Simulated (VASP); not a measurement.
Crystal: CoO.

```
Co O
1.0
     0.00000    2.13150    2.13150
     2.13150    0.00000    2.13150
     2.13150    2.13150    0.00000
Co O
1 1
Direct
  0.00000 0.00000 0.00000
  0.50000 0.50000 0.50000
```

Base run:

| Property | Result |
| --- | --- |
| Program | VASP 6.6.1 |
| Functional | PBE |
| Potentials or basis | VASP PAW PBE potentials, release 64 (Co, O) |
| Cutoff | 520 eV |
| k mesh | 9 × 9 × 9 |
| Occupations | fermi-dirac, width 0.05 eV |
| Spin | collinear spin, ferromagnetic start |
| Starting moments | [3.0, 0.0] μB |
| Fixed moment | 3 μB |

Its results: pressure -1.5 GPa; site moments Co +2.62; O +0.33 μB.

The run is repeated on the same cell with these changes: fixed moment from 3 μB to 2 μB; moments at the start from [3.0, 0.0] to [2.0, 0.0]. What comes out?

Pressure -9.5 GPa; site moments Co +1.90; O +0.07 μB.

Caveats: the total moment is fixed, so each spin has its own Fermi level; a cell with one magnetic atom can't hold antiferromagnetic order, which such compounds often take.
